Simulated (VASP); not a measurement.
# CdTe (F-43m) in VASP: a series of runs, part 2 of 2

VASP 6.6.1.

**3. Single point, PBE**

This run uses another cell than the first one, of 32.26 Å³/atom, 1.032 times its volume.

The input, INCAR:

```
  PREC = Accurate
  ENCUT = 500
  EDIFF = 1E-6
  ISMEAR = -1
  SIGMA = 0.3
  LREAL = F
  LASPH = T
  NELM = 120
  ALGO = Normal
  ISIF = 2
  LWAVE = F
  LCHARG = F
  GGA = PE
  NBANDS = 16
  GGA_COMPAT = F
```

The input, KPOINTS:

```
regular mesh
0
Gamma
  5 5 5
```

The input, POSCAR:

```
CdTe
1.0
    0.0000000000      3.1834892848      3.1834892848
    3.1834892848      0.0000000000      3.1834892848
    3.1834892848      3.1834892848      0.0000000000
Cd Te
1 1
Direct
    0.0000000000      0.0000000000      0.0000000000
    0.2500000000      0.2500000000      0.2500000000
```

Potentials or basis: VASP PAW PBE potentials, release 64 (Cd, Te).

The run is started by

```console
$ cat potpaw_PBE.64/Cd/POTCAR potpaw_PBE.64/Te/POTCAR > POTCAR
$ mpirun -np 1 vasp_std > vasp.out
```

OUTCAR:

```text
PREC = Accurate
   ENCUT = 500
   EDIFF = 1E-6
   ISMEAR = -1
   LREAL = F
   LASPH = T
   NELM = 120
   ISIF = 2
   GGA = PE

 ion  position               nearest neighbor table
   1  0.000  0.000  0.000-   2 2.76   2 2.76   2 2.76   2 2.76
   2  0.250  0.250  0.250-   1 2.76   1 2.76   1 2.76   1 2.76

  LATTYP: Found a face centered cubic cell.
 ALAT       =     6.3669785696

  Lattice vectors:

 A1 = (   0.0000000000,   3.1834892848,   3.1834892848)
 A2 = (   3.1834892848,   0.0000000000,   3.1834892848)
 A3 = (   3.1834892848,   3.1834892848,   0.0000000000)

Analysis of symmetry for initial positions (statically):
=====================================================================
 Subroutine PRICEL returns:
 Original cell was already a primitive cell.

 Routine SETGRP: Setting up the symmetry group for a
 face centered cubic supercell.

 Subroutine GETGRP returns: Found 24 space group operations
 (whereof 24 operations were pure point group operations)
 out of a pool of 48 trial point group operations.

The static configuration has the point symmetry T_d .

Analysis of symmetry for dynamics (positions and initial velocities):
=====================================================================
 Subroutine PRICEL returns:
 Original cell was already a primitive cell.

 Routine SETGRP: Setting up the symmetry group for a
 face centered cubic supercell.

 Subroutine GETGRP returns: Found 24 space group operations
 (whereof 24 operations were pure point group operations)
 out of a pool of 48 trial point group operations.

The dynamic configuration has the point symmetry T_d .

 Subroutine INISYM returns: Found 24 space group operations
 (whereof 24 operations are pure point group operations),
 and found     1 'primitive' translations

[... 95 lines left out ...]
   EFERMI_NEDOS =   21; number of points for ismear=-14 and -15
   IALGO  =     38    algorithm
   IMIX   =      4    mixing-type and parameters
     AMIX     =   0.40;   BMIX     =  1.00
     AMIX_MAG =   1.60;   BMIX_MAG =  1.00
  volume/ion in A,a.u.               =      32.26       217.72
  Fermi-wavevector in a.u.,A,eV,Ry     =   1.069676  2.021395 15.567880  1.144207
  Thomas-Fermi vector in A             =   2.205363
   LORBIT       =      0    0 simple, 1 ext, 2 COOP (PROOUT), +10 PAW based schemes
   GGA     = PE    functional components
   LHFCALC =     F    Hartree Fock is set to
   AEXX    =    0.0000 exact exchange contribution
   IVDW    =     0    specifies the selected vdW correction
   LEPSILON=     F    determine dielectric tensor
   LRPA    =     F    only Hartree local field effects (RPA)
 non-spin polarized calculation
  energy-cutoff  :      500.00
  volume of cell :       64.53
 maximum number of plane-waves:      1654
 NGX is ok and might be reduce to    36
   NGX = 17   NGY = 17   NGZ = 17

 number of electron      18.0000001 magnetization

 Free energy of the ion-electron system (eV)
  ---------------------------------------------------
  ext. energy  EPLUGINS =         0.00000000
  ---------------------------------------------------
  free energy    TOTEN  =        -4.67493771 eV

  energy without entropy =       -4.64025474  energy(sigma->0) =       -4.65759622

 E-fermi :   3.6687     XC(G=0):  -8.8215

 val. band max:        2.8539699140   @ k =   0.0000   0.0000   0.0000
 cond. band min:       3.7879209671   @ k =   0.0000   0.0000   0.0000
 fundamental gap:      0.9339510530
 Fermi energy:         3.6687424450

 k-point     1 :       0.0000    0.0000    0.0000
  band No.  band energies     occupation
      1      -8.6394      2.00000
      2      -5.6374      2.00000
      3      -5.6374      2.00000
      4      -5.6374      2.00000
      5      -5.3355      2.00000
      6      -5.3355      2.00000
[... 167 lines left out ...]
      3      -5.5001      2.00000
      4      -5.3792      2.00000
      5      -5.3272      2.00000
      6      -4.7893      2.00000
[... 8 lines left out ...]
     15      13.1022      0.00000
     16      15.1217      0.00000

------------------------ aborting loop because EDIFF is reached ----------------------------------------

  FORCE on cell =-STRESS in cart. coord.  units (eV):
  Direction    XX          YY          ZZ          XY          YZ          ZX
  --------------------------------------------------------------------------------------
  -------------------------------------------------------------------------------------
  Total        2.3025589      2.3025589      2.3025589     -0.0000000      0.0000000      0.0000000
  in kB       57.1717062     57.1717062     57.1717062     -0.0000000      0.0000000      0.0000000
  external PRESSURE =      57.1717062 kB  Pullay stress =       0.0000000 kB

 VOLUME and BASIS-vectors are now :
 -----------------------------------------------------------------------------
  energy-cutoff  :      500.00
  volume of cell :       64.53
      direct lattice vectors                 reciprocal lattice vectors
     0.000000000  3.183489285  3.183489285    -0.157060368  0.157060368  0.157060368
     3.183489285  0.000000000  3.183489285     0.157060368 -0.157060368  0.157060368
     3.183489285  3.183489285  0.000000000     0.157060368  0.157060368 -0.157060368

 POSITION                                       TOTAL-FORCE (eV/Angst)
 -----------------------------------------------------------------------------------
      0.00000      0.00000      0.00000         0.000000      0.000000      0.000000
      1.59174      1.59174      1.59174        -0.000000     -0.000000     -0.000000
 -----------------------------------------------------------------------------------
    total drift:                                0.000000      0.000000      0.000000

  FREE ENERGIE OF THE ION-ELECTRON SYSTEM (eV)
  ---------------------------------------------------
  free  energy   TOTEN  =        -4.6749377103 eV

  energy  without entropy=       -4.6402547375  energy(sigma->0) =       -4.65759622
```

stdout:

```text
POSCAR found type information on POSCAR CdTe
 POSCAR found :  2 types and       2 ions
 scaLAPACK will be used
 LDA part: xc-table for (Slater+PW92), standard interpolation
 POSCAR, INCAR and KPOINTS ok, starting setup
 FFT: planning ... GRIDC
 FFT: planning ... GRID_SOFT
 FFT: planning ... GRID
 WAVECAR not read
 entering main loop
```

Wall time 12 s (1 thread of Intel Xeon Platinum 8488C (Sapphire Rapids), shared host); peak memory 0.19 GiB.

Results:

- Free energy: -4.6749 eV
- Pressure: 5.7 GPa
- Band gap on the k mesh: 0.93 eV, direct

Caveat: spin-orbit coupling is left out, which moves the levels of the heavy elements.
